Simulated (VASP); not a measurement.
# BP (F-43m) in VASP: notebook

BP is run at these levels: PBEsol; tasks: single point.

Everything below comes from runs of VASP 6.6.1. Logs are shortened: lines on timing, memory, paths and dates and some standing lists are left out, and cuts for length are marked.

### Step 1. The cell of the first run

Symmetry: F-43m, No. 216, cubic system. Conventional cell: a = 4.487 Å, b = 4.487 Å, c = 4.487 Å, α = 90.00°, β = 90.00°, γ = 90.00°. B (site symmetry -43m) has 4 P at 1.94 Å within 2.6 Å. P (site symmetry -43m) has 4 B at 1.94 Å within 2.6 Å.

### Step 2. Single point, PBEsol

Input file INCAR:

```
PREC     = Accurate       # precision mode
ENCUT    = 520            # plane-wave cutoff, eV
EDIFF    = 1E-7           # SCF threshold, eV
ISMEAR   = 0              # smearing method
SIGMA    = 0.01           # smearing width, eV
LREAL    = False          # projectors in reciprocal space
LASPH    = True           # aspherical terms in the spheres
NELM     = 60             # most SCF steps
ALGO     = Normal         # electronic algorithm
ISIF     = 2              # what is computed and relaxed
LWAVE    = False          # write WAVECAR
LCHARG   = False          # write CHGCAR
GGA      = PS             # functional
NBANDS   = 11             # bands
```

Input file KPOINTS:

```
regular mesh
0
Gamma
  8 8 8
```

Input file POSCAR:

```
BP
1.0
    2.2432919699      2.2432919699      0.0000000000
   -2.2432919699      2.2432919699      0.0000000000
    0.0000000000      2.2432919699      2.2432919699
B P
1 1
Direct
    0.0000000000      0.0000000000      0.0000000000
    0.7500000000      0.2500000000      0.5000000000
```

Potentials or basis: VASP PAW PBE potentials, release 64 (B, P).

On the command line:

```bash
$ cat potpaw_PBE.64/B/POTCAR potpaw_PBE.64/P/POTCAR > POTCAR
$ mpirun -np 1 vasp_std > vasp.out
```

OUTCAR:

```text
PREC = Accurate
   ENCUT = 520
   EDIFF = 1E-7
   ISMEAR = 0
   LREAL = False
   LASPH = True
   NELM = 60
   ISIF = 2
   GGA = PS

 ion  position               nearest neighbor table
   1  0.000  0.000  0.000-   2 1.94   2 1.94   2 1.94   2 1.94
   2  0.750  0.250  0.500-   1 1.94   1 1.94   1 1.94   1 1.94

  LATTYP: Found a face centered cubic cell.
 ALAT       =     4.4865839398

  Lattice vectors:

 A1 = (   0.0000000000,   2.2432919699,   2.2432919699)
 A2 = (   2.2432919699,   0.0000000000,   2.2432919699)
 A3 = (   2.2432919699,   2.2432919699,   0.0000000000)

Analysis of symmetry for initial positions (statically):
=====================================================================
 Subroutine PRICEL returns:
 Original cell was already a primitive cell.

 Routine SETGRP: Setting up the symmetry group for a
 face centered cubic supercell.

 Subroutine GETGRP returns: Found 24 space group operations
 (whereof 24 operations were pure point group operations)
 out of a pool of 48 trial point group operations.

The static configuration has the point symmetry T_d .

Analysis of symmetry for dynamics (positions and initial velocities):
=====================================================================
 Subroutine PRICEL returns:
 Original cell was already a primitive cell.

 Routine SETGRP: Setting up the symmetry group for a
 face centered cubic supercell.

 Subroutine GETGRP returns: Found 24 space group operations
 (whereof 24 operations were pure point group operations)
 out of a pool of 48 trial point group operations.

The dynamic configuration has the point symmetry T_d .

 Subroutine INISYM returns: Found 24 space group operations
 (whereof 24 operations are pure point group operations),
 and found     1 'primitive' translations

----------------------------------------------------------------------------------------

                                     Primitive cell

  volume of cell :      22.5781

  direct lattice vectors                    reciprocal lattice vectors
     2.243291970  2.243291970  0.000000000     0.222886725  0.222886725 -0.222886725
    -2.243291970  2.243291970  0.000000000    -0.222886725  0.222886725 -0.222886725
     0.000000000  2.243291970  2.243291970     0.000000000  0.000000000  0.445773450

  length of vectors
     3.172493928  3.172493928  3.172493928     0.386051132  0.386051132  0.445773450

  position of ions in fractional coordinates (direct lattice)
     0.000000000  0.000000000  0.000000000
     0.750000000  0.250000000  0.500000000

  ion indices of the primitive-cell ions
   primitive index   ion index
                 1           1
                 2           2

----------------------------------------------------------------------------------------

 KPOINTS: regular mesh

Automatic generation of k-mesh.
 Grid dimensions read from file:
 generate k-points for:    8    8    8

 Generating k-lattice:

  Cartesian coordinates                     Fractional coordinates (reciprocal lattice)
     0.027860841  0.027860841 -0.027860841     0.125000000  0.000000000  0.000000000
    -0.027860841  0.027860841 -0.027860841     0.000000000  0.125000000  0.000000000
     0.000000000  0.000000000  0.055721681     0.000000000  0.000000000  0.125000000

  Length of vectors
     0.048256391  0.048256391  0.055721681

  Shift w.r.t. Gamma in fractional coordinates (k-lattice)
     0.000000000  0.000000000  0.000000000

 Subroutine IBZKPT returns following result:
 ===========================================

 Found     29 irreducible k-points:

 Following reciprocal coordinates:
            Coordinates               Weight
  0.000000  0.000000  0.000000      1.000000
  0.125000  0.000000  0.000000      8.000000
  0.250000  0.000000  0.000000      8.000000
  0.375000  0.000000  0.000000      8.000000
  0.500000  0.000000  0.000000      4.000000
  0.125000  0.125000  0.000000     12.000000
[... 16 lines left out ...]
  0.375000  0.250000  0.125000     48.000000
  0.500000  0.250000  0.125000     24.000000
 [... further k-points ...]
   k-points           NKPTS =     29   k-points in BZ     NKDIM =     29   number of bands    NBANDS=     11
   number of dos      NEDOS =    301   number of ions     NIONS =      2
   total plane-waves  NPLWV =  13824
   dimension x,y,z NGX =    24 NGY =   24 NGZ =   24
   dimension x,y,z NGXF=    48 NGYF=   48 NGZF=   48
   ions per type =               1   1
   NGX,Y,Z   is equivalent  to a cutoff of  12.58, 12.58, 12.58 a.u.
   NGXF,Y,Z  is equivalent  to a cutoff of  25.15, 25.15, 25.15 a.u.
 SYSTEM =  unknown system
   PREC   = accura    normal or accurate (medium, high low for compatibility)
   ISTART =      0    job   : 0-new  1-cont  2-samecut
   ICHARG =      2    charge: 1-file 2-atom 10-const
   ISPIN  =      1    spin polarized calculation?
   LNONCOLLINEAR =      F non collinear calculations
   LSORBIT =      F    spin-orbit coupling
   LASPH  =      T    aspherical Exc in radial PAW
   ENCUT  =  520.0 eV  38.22 Ry    6.18 a.u.   5.90  5.90  5.90*2*pi/ulx,y,z
   NELM   =     60;   NELMIN=  2; NELMDL= -5     # of ELM steps
   EDIFF  = 0.1E-06   stopping-criterion for ELM
   LREAL  =      F    real-space projection
   EDIFFG = 0.1E-05   stopping-criterion for IOM
   NSW    =      0    number of steps for IOM
   IBRION =     -1    ionic relax: 0-MD 1-quasi-New 2-CG
   NFREE  =      0    steps in history (QN), initial steepest desc. (CG)
   ISIF   =      2    stress and relaxation
   ISYM   =      2    0-nonsym 1-usesym 2-fastsym
   POTIM  = 0.5000    time-step for ionic-motion
   TEBEG  =    0.0;   TEEND  =   0.0 temperature during run
   PSTRESS=    0.0 pullay stress
   NELECT =       8.0000    total number of electrons
   NUPDOWN=      -1.0000    fix difference up-down
   EMIN   =  10.00;   EMAX   =-10.00  energy-range for DOS
   EFERMI =   0.00;   METHOD = LEGACY
   ISMEAR =     0;   SIGMA  =   0.01  broadening in eV -4-tet -1-fermi 0-gaus
   EFERMI_NEDOS =   21; number of points for ismear=-14 and -15
   IALGO  =     38    algorithm
   IMIX   =      4    mixing-type and parameters
     AMIX     =   0.40;   BMIX     =  1.00
     AMIX_MAG =   1.60;   BMIX_MAG =  1.00
  volume/ion in A,a.u.               =      11.29        76.18
  Fermi-wavevector in a.u.,A,eV,Ry     =   1.158446  2.189145 18.258971  1.341997
  Thomas-Fermi vector in A             =   2.295048
   LORBIT       =      0    0 simple, 1 ext, 2 COOP (PROOUT), +10 PAW based schemes
   GGA     = PS    functional components
   LHFCALC =     F    Hartree Fock is set to
   AEXX    =    0.0000 exact exchange contribution
   IVDW    =     0    specifies the selected vdW correction
   LEPSILON=     F    determine dielectric tensor
   LRPA    =     F    only Hartree local field effects (RPA)
 non-spin polarized calculation
 Gauss-broadening in eV      SIGMA  =   0.01
  energy-cutoff  :      520.00
  volume of cell :       22.58
 maximum number of plane-waves:       620
   NGX = 11   NGY = 11   NGZ = 11

 number of electron       8.0000001 magnetization

 Free energy of the ion-electron system (eV)
  ---------------------------------------------------
  ext. energy  EPLUGINS =         0.00000000
  ---------------------------------------------------
  free energy    TOTEN  =       -13.66475288 eV

  energy without entropy =      -13.66475288  energy(sigma->0) =      -13.66475288

 E-fermi :   7.9618     XC(G=0): -11.1899

 val. band max:        7.8152367115   @ k =   0.0000   0.0000   0.0000
 cond. band min:       8.9381704103   @ k =  -0.3750   0.3750   0.0000
 fundamental gap:      1.1229336988
 Fermi energy:         7.9618083600

 k-point     1 :       0.0000    0.0000    0.0000
  band No.  band energies     occupation
      1      -7.9916      2.00000
      2       7.8152      2.00000
      3       7.8152      2.00000
      4       7.8152      2.00000
      5      11.2243      0.00000
      6      11.2243      0.00000
      7      11.2243      0.00000
      8      15.6806      0.00000
      9      19.2964      0.00000
     10      20.0378      0.00000
     11      20.0378      0.00000

 k-point     2 :       0.1250    0.0000    0.0000
  band No.  band energies     occupation
      1      -7.7016      2.00000
      2       5.9081      2.00000
      3       7.3695      2.00000
      4       7.3695      2.00000
      5      11.8060      0.00000
      6      11.8387      0.00000
      7      11.8387      0.00000
      8      16.4026      0.00000
      9      19.0582      0.00000
     10      19.0582      0.00000
     11      20.1715      0.00000

 k-point     3 :       0.2500    0.0000    0.0000
  band No.  band energies     occupation
      1      -6.8492      2.00000
      2       2.8315      2.00000
      3       6.6603      2.00000
      4       6.6603      2.00000
      5      11.9341      0.00000
      6      12.6080      0.00000
      7      12.6080      0.00000
      8      17.6403      0.00000
      9      18.7935      0.00000
     10      18.7935      0.00000
     11      20.9279      0.00000

 k-point     4 :       0.3750    0.0000    0.0000
  band No.  band energies     occupation
      1      -5.5341      2.00000
      2       0.0142      2.00000
      3       6.1732      2.00000
      4       6.1732      2.00000
      5      11.8134      0.00000
      6      12.6154      0.00000
      7      12.6154      0.00000
      8      17.9554      0.00000
      9      20.5430      0.00000
     10      20.5430      0.00000
     11      21.8259      0.00000
[... 239 lines left out ...]
 k-point    22 :       0.2500    0.2500    0.1250
  band No.  band energies     occupation
      1      -6.1010      2.00000
      2       2.8013      2.00000
      3       3.8570      2.00000
      4       5.7724      2.00000
      5      11.2394      0.00000
      6      13.7857      0.00000
      7      14.1204      0.00000
      8      15.4807      0.00000
      9      19.5871      0.00000
     10      21.8718      0.00000
     11      23.7296      0.00000

 k-point    23 :       0.3750    0.2500    0.1250
  band No.  band energies     occupation
      1      -4.8165      2.00000
      2       0.5338      2.00000
      3       3.2168      2.00000
      4       4.9567      2.00000
      5      11.8579      0.00000
      6      13.3220      0.00000
      7      15.2286      0.00000
      8      16.2920      0.00000
      9      20.4064      0.00000
     10      21.3827      0.00000
     11      25.0696      0.00000

 k-point    24 :       0.5000    0.2500    0.1250
  band No.  band energies     occupation
      1      -3.8268      2.00000
      2      -0.9004      2.00000
      3       3.1506      2.00000
      4       4.5639      2.00000
      5      11.9155      0.00000
      6      13.0679      0.00000
      7      16.3104      0.00000
      8      17.7522      0.00000
      9      18.3352      0.00000
     10      22.4203      0.00000
     11      24.7574      0.00000

 [... further k-points ...]
[... 5 lines left out ...]
  --------------------------------------------------------------------------------------
  -------------------------------------------------------------------------------------
  Total        0.5746771      0.5746771      0.5746771      0.0000000      0.0000000      0.0000000
  in kB       40.7799884     40.7799884     40.7799884      0.0000000      0.0000000      0.0000000
  external PRESSURE =      40.7799884 kB  Pullay stress =       0.0000000 kB

 VOLUME and BASIS-vectors are now :
 -----------------------------------------------------------------------------
  energy-cutoff  :      520.00
  volume of cell :       22.58
      direct lattice vectors                 reciprocal lattice vectors
     2.243291970  2.243291970  0.000000000     0.222886725  0.222886725 -0.222886725
    -2.243291970  2.243291970  0.000000000    -0.222886725  0.222886725 -0.222886725
     0.000000000  2.243291970  2.243291970     0.000000000  0.000000000  0.445773450

 POSITION                                       TOTAL-FORCE (eV/Angst)
 -----------------------------------------------------------------------------------
      0.00000      0.00000      0.00000         0.000000     -0.000000      0.000000
      1.12165      3.36494      1.12165        -0.000000      0.000000      0.000000
 -----------------------------------------------------------------------------------
    total drift:                                0.000000      0.000000     -0.000000

  FREE ENERGIE OF THE ION-ELECTRON SYSTEM (eV)
  ---------------------------------------------------
  free  energy   TOTEN  =       -13.6647528753 eV

  energy  without entropy=      -13.6647528753  energy(sigma->0) =      -13.66475288
```

It took 3.5 s on 1 thread of Intel Xeon Platinum 8488C (Sapphire Rapids), shared host; peak memory 0.13 GiB.

Results:

```
Free energy            : -13.6648 eV
Pressure               : 4.1 GPa
Band gap on the k mesh : 1.12 eV, indirect (least direct gap 3.41 eV)
```

Levels at points of the mesh, in eV from the valence-band top:
| k point | band 1 | band 2 | band 3 | band 4 | band 5 | band 6 | band 7 | band 8 | band 9 |
| --- | --- | --- | --- | --- | --- | --- | --- | --- | --- |
| (0.00, 0.00, 0.00) | -15.81 | 0.00 | 0.00 | 0.00 | 3.41 | 3.41 | 3.41 | 7.87 | 11.48 |
| (0.50, 0.00, 0.00) | -12.32 | -9.35 | -1.81 | -1.81 | 3.94 | 4.67 | 4.67 | 10.04 | 14.82 |
| (0.50, 0.50, 0.00) | -10.75 | -8.78 | -4.27 | -4.27 | 1.16 | 1.49 | 12.42 | 12.42 | 15.55 |

Caveat: the PAW data sets were made with another functional, which shifts forces and pressure a little.

### Step 3. Single point, PBEsol

This run uses another cell than the first one, of 11.11 Å³/atom, 0.984 times its volume.

Input file INCAR:

```
SYSTEM = BP
PREC = Accurate ; ENCUT = 520
EDIFF = 1E-7 ; ISMEAR = 0
SIGMA = 0.01 ; LREAL = .False.
LASPH = .True. ; NELM = 80
ALGO = Normal ; ISIF = 2
LWAVE = .False. ; LCHARG = .False.
GGA = PS ; NBANDS = 11
```

Input file KPOINTS:

```
Automatic mesh
0
Gamma
  8 8 8
  0 0 0
```

Input file POSCAR:

```
BP
1.0
    2.2315719760      2.2315719760      0.0000000000
   -2.2315719760      2.2315719760      0.0000000000
    0.0000000000      2.2315719760      2.2315719760
B P
1 1
Direct
    0.0000000000      0.0000000000      0.0000000000
    0.7500000000      0.2500000000      0.5000000000
```

Potentials or basis: VASP PAW PBE potentials, release 64 (B, P).

On the command line:

```bash
$ cat potpaw_PBE.64/B/POTCAR potpaw_PBE.64/P/POTCAR > POTCAR
$ mpirun -np 1 vasp_std > vasp.out
```

Run time: 3.6 s. Hardware: 1 thread of Intel Xeon Platinum 8488C (Sapphire Rapids), shared host; peak memory 0.13 GiB.

It converged, with:

```
Free energy            : -13.6524 eV
Pressure               : 7.1 GPa
Band gap on the k mesh : 1.10 eV, indirect (least direct gap 3.44 eV)
```

Levels at points of the mesh, in eV from the valence-band top:
```
           k point  band 2  band 3  band 4  band 5  band 6  band 7
(0.00, 0.00, 0.00)    0.00    0.00    0.00    3.44    3.44    3.44
(0.50, 0.00, 0.00)   -9.46   -1.83   -1.83    4.04    4.68    4.68
(0.50, 0.50, 0.00)   -8.86   -4.33   -4.33    1.13    1.47   12.57
```

Caveat: the PAW data sets were made with another functional, which shifts forces and pressure a little. A k mesh can miss the band edges.
